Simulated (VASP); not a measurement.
GaN, 2 atoms in the cell. Symmetry: F-43m, No. 216, cubic system. Conventional cell: a = 4.502 Å, b = 4.502 Å, c = 4.502 Å, α = 90.00°, β = 90.00°, γ = 90.00°. Ga (site symmetry -43m) has 4 N at 1.95 Å within 2.6 Å. Within 2.6 Å of N (site symmetry -43m) lie 4 Ga at 1.95 Å. 

```yaml
Program: VASP 6.6.1
Task: single point
Functional: BLYP
Dispersion: D4
Potentials_or_basis: VASP PAW PBE potentials, release 64 (Ga_d, N)
Cutoff: 520 eV
k_mesh: 10 × 10 × 10
Occupations: fermi-dirac, width 0.05 eV
Spin: no spin polarisation
Dipole_correction: no
Further_INCAR_settings: ALGO = Normal; EDIFF = 1e-06; NBANDS = 16
```

Potentials or basis: VASP PAW PBE potentials, release 64 (Ga_d, N).

Run with:

```sh
$ cat potpaw_PBE.64/Ga_d/POTCAR potpaw_PBE.64/N/POTCAR > POTCAR
$ mpirun -np 1 vasp_std > vasp.out
```

Hardware: 1 thread of AMD EPYC 9R45 96-Core Processor (Zen 5), on a shared host.

Task: Estimate the wall time of this run.

Result: It took 14 s on 1 thread of AMD EPYC 9R45 96-Core Processor (Zen 5), on a shared host, peak memory 0.12 GiB. Counts: scf iterations 13, k points 47.
